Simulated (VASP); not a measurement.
# OsPdC4N4 (P-43m) in VASP: a series of runs, part 2 of 2

VASP 6.6.1.

### Step 4. Single point, PBE, collinear spin

This run uses another cell than the first one, of 21.22 Å³/atom.

INCAR

```
SYSTEM = OsPdC4N4
PREC = Accurate ; ENCUT = 520
EDIFF = 1E-7 ; ISMEAR = 0
SIGMA = 0.1 ; LREAL = .False.
LASPH = .True. ; NELM = 150
ALGO = Normal ; ISIF = 2
LWAVE = .False. ; LCHARG = .True.
ISPIN = 2 ; MAGMOM = 0 1 0 0 0 0 0 0 0 0
LORBIT = 11 ; LMAXMIX = 4
GGA = PE ; LELF = .True.
LVHAR = .True. ; NBANDS = 42
```

KPOINTS

```
regular mesh
0
Gamma
  4 4 4
  0 0 0
```

POSCAR

```
OsPdC4N4
1.0
    5.9646158655      0.0000000000      0.0000000000
    0.0000000000      5.9646158655      0.0000000000
    0.0000000000      0.0000000000      5.9646158655
Pd Os C N
1 1 4 4
Direct
    0.5000000000      0.5000000000      0.5000000000
    0.0000000000      0.0000000000      0.0000000000
    0.1857230853      0.1857230853      0.1857230853
    0.1857230853      0.8142769147      0.8142769147
    0.8142769147      0.1857230853      0.8142769147
    0.8142769147      0.8142769147      0.1857230853
    0.3005482740      0.3005482740      0.3005482740
    0.3005482740      0.6994517260      0.6994517260
    0.6994517260      0.3005482740      0.6994517260
    0.6994517260      0.6994517260      0.3005482740
```

Potentials or basis: VASP PAW PBE potentials, release 64 (Pd, Os, C, N).

Command:

```sh
$ cat potpaw_PBE.64/Pd/POTCAR potpaw_PBE.64/Os/POTCAR potpaw_PBE.64/C/POTCAR potpaw_PBE.64/N/POTCAR > POTCAR
$ mpirun -np 1 vasp_std > vasp.out
```

OUTCAR:

```text
SYSTEM = OsPdC4N4
   PREC = Accurate
   ENCUT = 520
   EDIFF = 1E-7
   ISMEAR = 0
   LREAL = .False.
   LASPH = .True.
   NELM = 150
   ISIF = 2
   ISPIN = 2
   LORBIT = 11
   GGA = PE

 ion  position               nearest neighbor table
   1  0.500  0.500  0.500-   7 2.06   8 2.06   9 2.06  10 2.06
   2  0.000  0.000  0.000-   3 1.92   4 1.92   5 1.92   6 1.92
   3  0.186  0.186  0.186-   7 1.19   2 1.92
   4  0.186  0.814  0.814-   8 1.19   2 1.92
   5  0.814  0.186  0.814-   9 1.19   2 1.92
   6  0.814  0.814  0.186-  10 1.19   2 1.92
   7  0.301  0.301  0.301-   3 1.19   1 2.06
   8  0.301  0.699  0.699-   4 1.19   1 2.06
   9  0.699  0.301  0.699-   5 1.19   1 2.06
  10  0.699  0.699  0.301-   6 1.19   1 2.06

  LATTYP: Found a simple cubic cell.
 ALAT       =     5.9646158655

  Lattice vectors:

 A1 = (   5.9646158655,   0.0000000000,   0.0000000000)
 A2 = (   0.0000000000,   5.9646158655,   0.0000000000)
 A3 = (   0.0000000000,   0.0000000000,   5.9646158655)

Analysis of symmetry for initial positions (statically):
=====================================================================
 Subroutine PRICEL returns:
 Original cell was already a primitive cell.

 Routine SETGRP: Setting up the symmetry group for a
 simple cubic supercell.

 Subroutine GETGRP returns: Found 24 space group operations
 (whereof 24 operations were pure point group operations)
 out of a pool of 48 trial point group operations.

The static configuration has the point symmetry T_d .

Analysis of symmetry for dynamics (positions and initial velocities):
=====================================================================
 Subroutine PRICEL returns:
 Original cell was already a primitive cell.

 Routine SETGRP: Setting up the symmetry group for a
 simple cubic supercell.

 Subroutine GETGRP returns: Found 24 space group operations
 (whereof 24 operations were pure point group operations)
 out of a pool of 48 trial point group operations.

The dynamic configuration has the point symmetry T_d .

Analysis of structural, dynamic, and magnetic symmetry:
=====================================================================
 Subroutine PRICEL returns:
 Original cell was already a primitive cell.

 Routine SETGRP: Setting up the symmetry group for a
 simple cubic supercell.

 Subroutine GETGRP returns: Found 24 space group operations
 (whereof 24 operations were pure point group operations)
 out of a pool of 48 trial point group operations.

The overall configuration has the point symmetry T_d .

 Subroutine INISYM returns: Found 24 space group operations
 (whereof 24 operations are pure point group operations),
 and found     1 'primitive' translations

----------------------------------------------------------------------------------------

                                     Primitive cell

  volume of cell :     212.2010

  direct lattice vectors                    reciprocal lattice vectors
     5.964615865  0.000000000  0.000000000     0.167655390  0.000000000  0.000000000
     0.000000000  5.964615865  0.000000000     0.000000000  0.167655390  0.000000000
     0.000000000  0.000000000  5.964615865     0.000000000  0.000000000  0.167655390

  length of vectors
     5.964615865  5.964615865  5.964615865     0.167655390  0.167655390  0.167655390

  position of ions in fractional coordinates (direct lattice)
[... 102 lines left out ...]
  Fermi-wavevector in a.u.,A,eV,Ry     =   1.037426  1.960450 14.643294  1.076252
  Thomas-Fermi vector in A             =   2.171863
   LORBIT       =     11    0 simple, 1 ext, 2 COOP (PROOUT), +10 PAW based schemes
   GGA     = PE    functional components
   LHFCALC =     F    Hartree Fock is set to
   AEXX    =    0.0000 exact exchange contribution
   IVDW    =     0    specifies the selected vdW correction
   LEPSILON=     F    determine dielectric tensor
   LRPA    =     F    only Hartree local field effects (RPA)
 spin polarized calculation
 Gauss-broadening in eV      SIGMA  =   0.10
  energy-cutoff  :      520.00
  volume of cell :      212.20
 maximum number of plane-waves:      5832
 NGX is ok and might be reduce to    48
   NGX = 23   NGY = 23   NGZ = 23

 number of electron      54.0000012 magnetization      -0.0001517

 number of electron      54.0000012 magnetization       0.0000376

 Free energy of the ion-electron system (eV)
  ---------------------------------------------------
  ext. energy  EPLUGINS =         0.00000000
  ---------------------------------------------------
  free energy    TOTEN  =       -79.27610607 eV

  energy without entropy =      -79.27545676  energy(sigma->0) =      -79.27578141

 E-fermi :  -0.4023     XC(G=0):  -7.3276

 val. band max:       -0.5699353383   @ k =   0.5000   0.0000   0.0000
 cond. band min:      -0.2331994105   @ k =   0.0000   0.0000   0.0000
 fundamental gap:      0.3367359278
 Fermi energy:        -0.4022664106

 spin component 1

 k-point     1 :       0.0000    0.0000    0.0000
  band No.  band energies     occupation
      1     -18.4461      1.00000
      2     -18.3410      1.00000
      3     -18.3410      1.00000
      4     -18.3410      1.00000
      5      -9.5280      1.00000
      6      -8.5592      1.00000
[... 409 lines left out ...]
     38       5.3587      0.00000
     39       6.4091      0.00000
 Fermi energy:        -0.4022664106

 spin component 2

 k-point     1 :       0.0000    0.0000    0.0000
  band No.  band energies     occupation
      1     -18.4461      1.00000
      2     -18.3410      1.00000
      3     -18.3410      1.00000
      4     -18.3410      1.00000
      5      -9.5280      1.00000
      6      -8.5592      1.00000
[... 409 lines left out ...]
     38       5.3587      0.00000
     39       6.4091      0.00000
 [bands above 39 left out]

------------------------ aborting loop because EDIFF is reached ----------------------------------------

  FORCE on cell =-STRESS in cart. coord.  units (eV):
  Direction    XX          YY          ZZ          XY          YZ          ZX
  --------------------------------------------------------------------------------------
  -------------------------------------------------------------------------------------
  Total        0.9181244      0.9181244      0.9181244      0.0000000      0.0000000      0.0000000
  in kB        6.9320976      6.9320976      6.9320976      0.0000000      0.0000000      0.0000000
  external PRESSURE =       6.9320976 kB  Pullay stress =       0.0000000 kB

 VOLUME and BASIS-vectors are now :
 -----------------------------------------------------------------------------
  energy-cutoff  :      520.00
  volume of cell :      212.20
      direct lattice vectors                 reciprocal lattice vectors
     5.964615865  0.000000000  0.000000000     0.167655390  0.000000000  0.000000000
     0.000000000  5.964615865  0.000000000     0.000000000  0.167655390  0.000000000
     0.000000000  0.000000000  5.964615865     0.000000000  0.000000000  0.167655390

 POSITION                                       TOTAL-FORCE (eV/Angst)
 -----------------------------------------------------------------------------------
      2.98231      2.98231      2.98231         0.000000      0.000000     -0.000000
      0.00000      0.00000      0.00000         0.000000      0.000000     -0.000000
      1.10777      1.10777      1.10777        -0.044257     -0.044257     -0.044257
      1.10777      4.85685      4.85685        -0.044257      0.044257      0.044257
      4.85685      1.10777      4.85685         0.044257     -0.044257      0.044257
      4.85685      4.85685      1.10777         0.044257      0.044257     -0.044257
      1.79266      1.79266      1.79266         0.136699      0.136699      0.136699
      1.79266      4.17196      4.17196         0.136699     -0.136699     -0.136699
      4.17196      1.79266      4.17196        -0.136699      0.136699     -0.136699
      4.17196      4.17196      1.79266        -0.136699     -0.136699      0.136699
 -----------------------------------------------------------------------------------
    total drift:                                0.000000      0.000000      0.000000

  FREE ENERGIE OF THE ION-ELECTRON SYSTEM (eV)
  ---------------------------------------------------
  free  energy   TOTEN  =       -79.2761060694 eV

  energy  without entropy=      -79.2754567589  energy(sigma->0) =      -79.27578141

 total charge

# of ion       s       p       d       tot
------------------------------------------
    1        0.380   0.607   8.366   9.353
    2        0.744   0.777   6.261   7.782
    3        0.939   1.673   0.000   2.612
    4        0.939   1.673   0.000   2.612
    5        0.939   1.673   0.000   2.612
    6        0.939   1.673   0.000   2.612
    7        1.306   2.511   0.000   3.816
    8        1.306   2.511   0.000   3.816
    9        1.306   2.511   0.000   3.816
   10        1.306   2.511   0.000   3.816
--------------------------------------------------
tot         10.101  18.119  14.627  42.848

 magnetization (x)

# of ion       s       p       d       tot
------------------------------------------
    1        0.000   0.000  -0.000  -0.000
    2        0.000   0.000   0.000   0.000
    3       -0.000  -0.000   0.000  -0.000
    4       -0.000  -0.000   0.000  -0.000
    5       -0.000  -0.000   0.000  -0.000
    6       -0.000  -0.000   0.000  -0.000
    7       -0.000  -0.000   0.000  -0.000
    8       -0.000  -0.000   0.000  -0.000
    9       -0.000  -0.000   0.000  -0.000
   10       -0.000  -0.000   0.000  -0.000
--------------------------------------------------
tot         -0.000  -0.000  -0.000  -0.000
```

It took 2.7 min on 1 thread of Intel Xeon Platinum 8559C (Emerald Rapids), shared host; peak memory 0.47 GiB.

What came out:

```
Free energy                                           : -79.2761 eV
Pressure                                              : 0.7 GPa
Largest force                                         : 0.237 eV/Å
Band gap on the k mesh                                : 0.34 eV (least direct gap 0.56 eV)
Net moment                                            : 0.00 μB per cell
Valence electrons inside the program's atomic spheres : Pd 9.35; Os 7.78; C 2.61; N 3.82
```

Forces in eV/Å, atoms in the order of the input:
```
Pd   0.000  0.000  0.000
Os   0.000  0.000  0.000
C   -0.044 -0.044 -0.044
C   -0.044  0.044  0.044
C    0.044 -0.044  0.044
C    0.044  0.044 -0.044
N    0.137  0.137  0.137
N    0.137 -0.137 -0.137
N   -0.137  0.137 -0.137
N   -0.137 -0.137  0.137
```

Caveat: spin-orbit coupling is left out, which moves the levels of the heavy elements.

### Step 5. Overview

```csv
spin,cell,k mesh,smearing,gap on the mesh (eV),pressure (GPa),moment (μB),largest force (eV/Å)
off,"a = 5.972 Å, 10 atoms",6 × 6 × 6,gaussian 0.02 eV,0.34,0.5,-,0.30
collinear,"a = 5.884 Å, 10 atoms",4 × 4 × 4,gaussian 0.1 eV,0.36,5.0,0.00,1.76
collinear,"a = 5.965 Å, 10 atoms",4 × 4 × 4,gaussian 0.1 eV,0.34,0.7,0.00,0.24
```

Alike in all rows: task single point; level PBE; potentials or basis VASP PAW PBE potentials, release 64 (Pd, Os, C, N); cutoff (eV) 520.

Caveats: spin-orbit coupling is left out, which moves the levels of the heavy elements; the cell stands under pressure (at least some runs); forces of over 1 eV/Å act on the atoms, so gaps and moduli don't describe the material at rest (at least some runs).

Absolute energies hang on the potentials; compare differences alone.
